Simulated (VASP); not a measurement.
# MgO (MgO (100), 2 layers) in VASP: relaxation of the atoms with PBE

Aim: the relaxation of the atoms of MgO (MgO (100), 2 layers) with PBE.

Program: VASP 6.6.1. These are calculated values, not measurements. Logs are shortened: lines on timing, memory, paths and dates and some standing lists are left out, and cuts for length are marked.

## Step 1: The cell of the first run

The cell holds a slab with vacuum, 4 atoms: a = 3.008 Å, b = 3.008 Å, c = 18.127 Å, α = 90.00°, β = 90.00°, γ = 90.00°.

## Step 2: Relaxation of the atoms, PBE

Input file INCAR:

```
PREC = Accurate
ENCUT = 520
EDIFF = 1E-6
ISMEAR = -1
SIGMA = 0.02
LREAL = F
LASPH = T
NELM = 100
ALGO = Normal
ISIF = 2
LWAVE = F
LCHARG = F
LDIPOL = T
IDIPOL = 3
DIPOL = 0.5 0.5 0.500
GGA = PE
IBRION = 2
NSW = 32
EDIFFG = -0.01
```

Input file KPOINTS:

```
regular mesh
0
Gamma
  10 10 1
```

Input file POSCAR:

```
MgO
1.0
    3.0079491106      0.0000000000      0.0000000000
    0.0000000000      3.0079491106      0.0000000000
    0.0000000000      0.0000000000     18.1269000000
Mg O
2 2
Direct
    0.0000000000      0.0000000000      0.4429616490
    0.5000000000      0.5000000000      0.5570383404
    0.5000000000      0.5000000000      0.4396605882
    0.0000000000      0.0000000000      0.5603394224
```

Potentials or basis: VASP PAW PBE potentials, release 64 (Mg, O).

On the command line:

```bash
> cat potpaw_PBE.64/Mg/POTCAR potpaw_PBE.64/O/POTCAR > POTCAR
> mpirun -np 1 vasp_std > vasp.out
```

OUTCAR:

```text
PREC = Accurate
   ENCUT = 520
   EDIFF = 1E-6
   ISMEAR = -1
   LREAL = F
   LASPH = T
   NELM = 100
   ISIF = 2
   GGA = PE
   IBRION = 2
   NSW = 32
   EDIFFG = -0.01

 ion  position               nearest neighbor table
   1  0.000  0.000  0.443-   4 2.13   3 2.13   3 2.13   3 2.13   3 2.13   2 2.97   2 2.97   2 2.97
                             2 2.97
   2  0.500  0.500  0.557-   3 2.13   4 2.13   4 2.13   4 2.13   4 2.13   1 2.97   1 2.97   1 2.97
                             1 2.97
   3  0.500  0.500  0.440-   2 2.13   1 2.13   1 2.13   1 2.13   1 2.13
   4  0.000  0.000  0.560-   1 2.13   2 2.13   2 2.13   2 2.13   2 2.13

  LATTYP: Found a simple tetragonal cell.
 ALAT       =     3.0079491106
 C/A-ratio  =     6.0263320068

  Lattice vectors:

 A1 = (   3.0079491106,   0.0000000000,   0.0000000000)
 A2 = (   0.0000000000,   3.0079491106,   0.0000000000)
 A3 = (   0.0000000000,   0.0000000000,  18.1269000000)

Analysis of symmetry for initial positions (statically):
=====================================================================
 Subroutine PRICEL returns:
 Original cell was already a primitive cell.

 Routine SETGRP: Setting up the symmetry group for a
 simple tetragonal supercell.

 Subroutine GETGRP returns: Found 16 space group operations
 (whereof  8 operations were pure point group operations)
 out of a pool of 16 trial point group operations.

The static configuration has the point symmetry C_4v.
 The point group associated with its full space group is D_4h.

Analysis of symmetry for dynamics (positions and initial velocities):
=====================================================================
 Subroutine PRICEL returns:
 Original cell was already a primitive cell.

 Routine SETGRP: Setting up the symmetry group for a
 simple tetragonal supercell.

 Subroutine GETGRP returns: Found 16 space group operations
 (whereof  8 operations were pure point group operations)
 out of a pool of 16 trial point group operations.

The dynamic configuration has the point symmetry C_4v.
 The point group associated with its full space group is D_4h.

 Subroutine INISYM returns: Found 16 space group operations
 (whereof  8 operations are pure point group operations),
 and found     1 'primitive' translations

----------------------------------------------------------------------------------------

                                     Primitive cell

  volume of cell :     164.0078

  direct lattice vectors                    reciprocal lattice vectors
     3.007949111  0.000000000  0.000000000     0.332452433  0.000000000  0.000000000
     0.000000000  3.007949111  0.000000000     0.000000000  0.332452433  0.000000000
     0.000000000  0.000000000 18.126900000     0.000000000  0.000000000  0.055166631

  length of vectors
     3.007949111  3.007949111 18.126900000     0.332452433  0.332452433  0.055166631

  position of ions in fractional coordinates (direct lattice)
     0.000000000  0.000000000  0.442961649
     0.500000000  0.500000000  0.557038340
     0.500000000  0.500000000  0.439660588
     0.000000000  0.000000000  0.560339422

  ion indices of the primitive-cell ions
   primitive index   ion index
                 1           1
                 2           2
                 3           3
                 4           4

----------------------------------------------------------------------------------------

 KPOINTS: regular mesh

Automatic generation of k-mesh.
 Grid dimensions read from file:
 generate k-points for:   10   10    1

 Generating k-lattice:

  Cartesian coordinates                     Fractional coordinates (reciprocal lattice)
     0.033245243  0.000000000  0.000000000     0.100000000  0.000000000  0.000000000
     0.000000000  0.033245243  0.000000000     0.000000000  0.100000000  0.000000000
     0.000000000  0.000000000  0.055166631     0.000000000  0.000000000  1.000000000

  Length of vectors
     0.033245243  0.033245243  0.055166631

  Shift w.r.t. Gamma in fractional coordinates (k-lattice)
     0.000000000  0.000000000  0.000000000

 Subroutine IBZKPT returns following result:
 ===========================================

 Found     21 irreducible k-points:

 Following reciprocal coordinates:
            Coordinates               Weight
  0.000000  0.000000  0.000000      1.000000
  0.100000  0.000000  0.000000      4.000000
  0.200000  0.000000  0.000000      4.000000
  0.300000  0.000000  0.000000      4.000000
  0.400000  0.000000  0.000000      4.000000
  0.500000  0.000000  0.000000      2.000000
[... 13 lines left out ...]
  0.500000  0.400000  0.000000      4.000000
  0.500000  0.500000  0.000000      1.000000
   k-points           NKPTS =     21   k-points in BZ     NKDIM =     21   number of bands    NBANDS=     12
   number of dos      NEDOS =    301   number of ions     NIONS =      4
   total plane-waves  NPLWV =  80640
   dimension x,y,z NGX =    24 NGY =   24 NGZ =  140
   dimension x,y,z NGXF=    48 NGYF=   48 NGZF=  280
   ions per type =               2   2
   NGX,Y,Z   is equivalent  to a cutoff of  13.26, 13.26, 12.84 a.u.
   NGXF,Y,Z  is equivalent  to a cutoff of  26.53, 26.53, 25.68 a.u.
 SYSTEM =  unknown system
   PREC   = accura    normal or accurate (medium, high low for compatibility)
   ISTART =      0    job   : 0-new  1-cont  2-samecut
   ICHARG =      2    charge: 1-file 2-atom 10-const
   ISPIN  =      1    spin polarized calculation?
   LNONCOLLINEAR =      F non collinear calculations
   LSORBIT =      F    spin-orbit coupling
   LASPH  =      T    aspherical Exc in radial PAW
   ENCUT  =  520.0 eV  38.22 Ry    6.18 a.u.   5.59  5.59 33.70*2*pi/ulx,y,z
   NELM   =    100;   NELMIN=  2; NELMDL= -5     # of ELM steps
   EDIFF  = 0.1E-05   stopping-criterion for ELM
   LREAL  =      F    real-space projection
   EDIFFG = -.1E-01   stopping-criterion for IOM
   NSW    =     32    number of steps for IOM
   IBRION =      2    ionic relax: 0-MD 1-quasi-New 2-CG
   NFREE  =      1    steps in history (QN), initial steepest desc. (CG)
   ISIF   =      2    stress and relaxation
   ISYM   =      2    0-nonsym 1-usesym 2-fastsym
   POTIM  = 0.5000    time-step for ionic-motion
   TEBEG  =    0.0;   TEEND  =   0.0 temperature during run
   PSTRESS=    0.0 pullay stress
   NELECT =      16.0000    total number of electrons
   NUPDOWN=      -1.0000    fix difference up-down
   EMIN   =  10.00;   EMAX   =-10.00  energy-range for DOS
   EFERMI =   0.00;   METHOD = LEGACY
   ISMEAR =    -1;   SIGMA  =   0.02  broadening in eV -4-tet -1-fermi 0-gaus
   EFERMI_NEDOS =   21; number of points for ismear=-14 and -15
   IALGO  =     38    algorithm
   IMIX   =      4    mixing-type and parameters
     AMIX     =   0.40;   BMIX     =  1.00
     AMIX_MAG =   1.60;   BMIX_MAG =  1.00
  volume/ion in A,a.u.               =      41.00       276.69
  Fermi-wavevector in a.u.,A,eV,Ry     =   0.753633  1.424160  7.727605  0.567963
  Thomas-Fermi vector in A             =   1.851117
   LORBIT       =      0    0 simple, 1 ext, 2 COOP (PROOUT), +10 PAW based schemes
   GGA     = PE    functional components
   LHFCALC =     F    Hartree Fock is set to
   AEXX    =    0.0000 exact exchange contribution
   IVDW    =     0    specifies the selected vdW correction
   LEPSILON=     F    determine dielectric tensor
   LRPA    =     F    only Hartree local field effects (RPA)
 conjugate gradient relaxation of ions
 non-spin polarized calculation
  energy-cutoff  :      520.00
  volume of cell :      164.01
 maximum number of plane-waves:      4447
 NGX is ok and might be reduce to    24
   NGX = 11   NGY = 11   NGZ = 67

 dipolmoment           0.000000      0.000000      0.000000 electrons x Angstroem

--------------------------------------- Ionic step        1  -------------------------------------------

 number of electron      16.0000004 magnetization

 Free energy of the ion-electron system (eV)
  ---------------------------------------------------
  ext. energy  EPLUGINS =         0.00000000
  ---------------------------------------------------
  free energy    TOTEN  =       -22.80705839 eV

  energy without entropy =      -22.80705839  energy(sigma->0) =      -22.80705839

------------------------ aborting loop because EDIFF is reached ----------------------------------------

  FORCE on cell =-STRESS in cart. coord.  units (eV):
  Direction    XX          YY          ZZ          XY          YZ          ZX
  --------------------------------------------------------------------------------------
  -------------------------------------------------------------------------------------
  Total       -3.8771074     -3.8771074     -0.1089380      0.0000000      0.0000000      0.0000000
  in kB      -37.8751103    -37.8751103     -1.0642051      0.0000000      0.0000000      0.0000000
  external PRESSURE =     -25.6048086 kB  Pullay stress =       0.0000000 kB
[... 61 lines left out ...]
  energy  without entropy=      -22.8071187703  energy(sigma->0) =      -22.80711877

--------------------------------------- Ionic step        3  -------------------------------------------

 number of electron      16.0000004 magnetization

 dipolmoment           0.000000      0.000000     -0.000001 electrons x Angstroem

 Free energy of the ion-electron system (eV)
  ---------------------------------------------------
  ext. energy  EPLUGINS =         0.00000000
  ---------------------------------------------------
  free energy    TOTEN  =       -22.80713676 eV

  energy without entropy =      -22.80713676  energy(sigma->0) =      -22.80713676

 E-fermi :  -2.9214     XC(G=0):  -3.3901

 val. band max:       -3.3395447631   @ k =   0.0000   0.0000   0.0000
 cond. band min:      -0.0432593656   @ k =   0.0000   0.0000   0.0000
 fundamental gap:      3.2962853975
 Fermi energy:        -2.9213925655

 k-point     1 :       0.0000    0.0000    0.0000
  band No.  band energies     occupation
      1     -19.6295      2.00000
      2     -18.8890      2.00000
      3      -5.9111      2.00000
      4      -4.2285      2.00000
      5      -3.9676      2.00000
      6      -3.9676      2.00000
      7      -3.3395      2.00000
      8      -3.3395      2.00000
      9      -0.0433      0.00000
     10       1.0022      0.00000
     11       1.9532      0.00000
     12       2.9146      0.00000
[... 286 lines left out ...]
 k-point    21 :       0.5000    0.5000    0.0000
  band No.  band energies     occupation
      1     -18.4815      2.00000
      2     -18.4815      2.00000
      3      -6.3953      2.00000
      4      -6.3953      2.00000
      5      -5.0920      2.00000
      6      -5.0920      2.00000
      7      -3.8988      2.00000
      8      -3.8988      2.00000
      9       5.0698      0.00000
     10       5.0698      0.00000
     11       6.5838      0.00000
     12       6.5838      0.00000

------------------------ aborting loop because EDIFF is reached ----------------------------------------

 vacuum level on the upper side and lower side of the slab       (xc-potential included)        -0.166        -0.166

  FORCE on cell =-STRESS in cart. coord.  units (eV):
  Direction    XX          YY          ZZ          XY          YZ          ZX
  --------------------------------------------------------------------------------------
  -------------------------------------------------------------------------------------
  Total       -3.8566409     -3.8566409     -0.0761886      0.0000000      0.0000000      0.0000000
  in kB      -37.6751745    -37.6751745     -0.7442794      0.0000000      0.0000000      0.0000000
  external PRESSURE =     -25.3648761 kB  Pullay stress =       0.0000000 kB

 VOLUME and BASIS-vectors are now :
 -----------------------------------------------------------------------------
  energy-cutoff  :      520.00
  volume of cell :      164.01
      direct lattice vectors                 reciprocal lattice vectors
     3.007949111  0.000000000  0.000000000     0.332452433  0.000000000  0.000000000
     0.000000000  3.007949111  0.000000000     0.000000000  0.332452433  0.000000000
     0.000000000  0.000000000 18.126900000     0.000000000  0.000000000  0.055166631
[... 10 lines left out ...]
  FREE ENERGIE OF THE ION-ELECTRON SYSTEM (eV)
  ---------------------------------------------------
  free  energy   TOTEN  =       -22.8071367618 eV

  energy  without entropy=      -22.8071367618  energy(sigma->0) =      -22.80713676

 reached required accuracy - stopping structural energy minimisation

 vacuum level on the upper side and lower side of the slab         1.758         1.758
```

Wall time 1.9 min (1 thread of Oxide Virtual Turin-like, shared host); peak memory 0.25 GiB.

Results:

```yaml
Free_energy: -22.8071 eV
Energy_gained_by_relaxing: 0.0 meV/atom
Ionic_steps: 3
Largest_force_after_relaxing: 0.009 eV/Å
Band_gap_on_the_k_mesh: 3.30 eV, direct
```

Forces in eV/Å, atoms in the order of the input:
```
Mg   0.000  0.000  0.000
Mg   0.000  0.000  0.000
O    0.000  0.000  0.009
O    0.000  0.000 -0.009
```

Final structure:
```xyz
4
Lattice="3.0079 0.0000 0.0000 0.0000 3.0079 0.0000 0.0000 0.0000 18.1269" Properties=species:S:1:pos:R:3 pbc="T T T"
Mg    0.0000    0.0000    8.0322
Mg    1.5040    1.5040   10.0947
O     1.5040    1.5040    7.9698
O     0.0000    0.0000   10.1571
```

Levels at points of the mesh, in eV from the valence-band top:
```
           k point  band 4  band 5  band 6  band 7  band 8  band 9  band 10  band 11  band 12
(0.00, 0.00, 0.00)   -0.89   -0.63   -0.63    0.00    0.00    3.30     4.34     5.29     6.25
(0.50, 0.00, 0.00)   -3.47   -0.72   -0.72   -0.24   -0.24    6.85     6.85     7.97     7.97
(0.50, 0.50, 0.00)   -3.06   -1.75   -1.75   -0.56   -0.56    8.41     8.41     9.92     9.92
```
